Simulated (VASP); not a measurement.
Here is a VASP 6.6.1 calculation.

The input INCAR:

```
SYSTEM = C
PREC     = Accurate       ! precision mode
ENCUT    = 600            ! plane-wave cutoff, eV
EDIFF    = 1E-6           ! SCF threshold, eV
ISMEAR   = 1              ! smearing method
SIGMA    = 0.15           ! smearing width, eV
LREAL    = .FALSE.        ! projectors in reciprocal space
LASPH    = .TRUE.         ! aspherical terms in the spheres
NELM     = 120            ! most SCF steps
ALGO     = Normal         ! electronic algorithm
ISIF     = 2              ! what is computed and relaxed
LWAVE    = .FALSE.        ! write WAVECAR
LCHARG   = .FALSE.        ! write CHGCAR
GGA      = PS             ! functional
IVDW     = 12             ! dispersion correction
NBANDS   = 11             ! bands
GGA_COMPAT= .FALSE.
```

The input KPOINTS:

```
Automatic mesh
0
G
  11 11 3
  0 0 0
```

The input POSCAR:

```
C
1.0
    2.4561700000      0.0000000000      0.0000000000
   -1.2280900000      2.1271100000      0.0000000000
    0.0000000000      0.0000000000      8.5238000000
C
2
Direct
    0.3333333333      0.6666666667      0.0000000000
    0.6666666667      0.3333333333      0.0000000000
```

Potentials or basis: VASP PAW PBE potentials, release 64 (C).

Launch:

```bash
$ cat potpaw_PBE.64/C/POTCAR > POTCAR
$ mpirun -np 1 vasp_std > vasp.out
```

Q: Estimate the band gap on the k mesh.

A: 1.52 eV, direct.

Q: What does it give for the dispersion energy per atom?

A: -0.051 eV.

Caveat: three body term missing.
